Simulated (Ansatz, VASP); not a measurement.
# Two plane-wave programs on Ti3Al

The input INCAR:

```
PREC = Accurate
ENCUT = 520
EDIFF = 1E-6
ISMEAR = 0
SIGMA = 0.15
LREAL = F
LASPH = T
NELM = 60
ALGO = Fast
ISIF = 2
LWAVE = F
LCHARG = F
GGA = PE
NBANDS = 28
```

KPOINTS

```
Automatic mesh
0
Gamma
  18 18 6
```

File POSCAR:

```
Ti3Al
1.0
    2.7073538695      0.0000000000      0.0000000000
   -1.3536769347      2.3446372280      0.0000000000
    0.0000000000      0.0000000000     10.2335268912
Ti Al
3 1
Direct
    0.6666666667      0.3333333333      0.0000000000
    0.3333333333      0.6666666667      0.7504575700
    0.3333333333      0.6666666667      0.2495424300
    0.6666666667      0.3333333333      0.5000000000
```

Input for Ansatz:

```yaml
crystal:
  lattice:
    - [2.7073538695, 0.0, 0.0]
    - [-1.3536769347, 2.344637228, 0.0]
    - [0.0, 0.0, 10.2335268912]
  atoms:
    - { symbol: Ti, position: [0.6666666667, 0.3333333333, 0.0] }
    - { symbol: Ti, position: [0.3333333333, 0.6666666667, 0.75045757] }
    - { symbol: Ti, position: [0.3333333333, 0.6666666667, 0.24954243] }
    - { symbol: Al, position: [0.6666666667, 0.3333333333, 0.5] }
basis:
  ecutwfc: 520.0
kpoints:
  mp_grid: { grid: [18, 18, 6] }
hamiltonian:
  xc: pbe
  pseudopotentials: { kind: paw, azcp: { folder: soft_1 } }
scf:
  occupations: { method: gaussian, width: 0.15 }
output:
  forces: true
  stress: true
  eigenvalues: true
  write_density: true
  write_potential: true
  elf: true
  volumetric_format: npy
```

Alike in both runs: task single point; functional PBE; k mesh 18 × 18 × 6; occupations gaussian, width 0.15 eV; no spin polarisation.

|  | VASP | Ansatz |
| --- | --- | --- |
| version | VASP 6.6.1 | Ansatz 0.2.0 |
| potentials or method | VASP PAW PBE potentials, release 64 (Ti_sv, Al), cutoff 520 eV | scalar-relativistic, plane waves, PAW |
| valence electrons in the cell | 39 | 39 |

|  | VASP | Ansatz | Ansatz less VASP |
| --- | --- | --- | --- |
| gap on the k mesh at the Fermi level (eV) | none | none | - |
| pressure (GPa) | 6.0 | 6.3 | +0.33 |
| traceless stress, the component that is largest in VASP (GPa) | -13.92 | -14.02 | -0.095 |
| rms of the force components (eV/Å) | 0.242 | 0.246 | +0.0039 |

Atom by atom the forces differ by 0.004 eV/Å (rms over components). A gap of «none» marks a metal or a gap that the smearing closes. With one functional, cell and mesh, what is left measures potentials, basis and numerics.
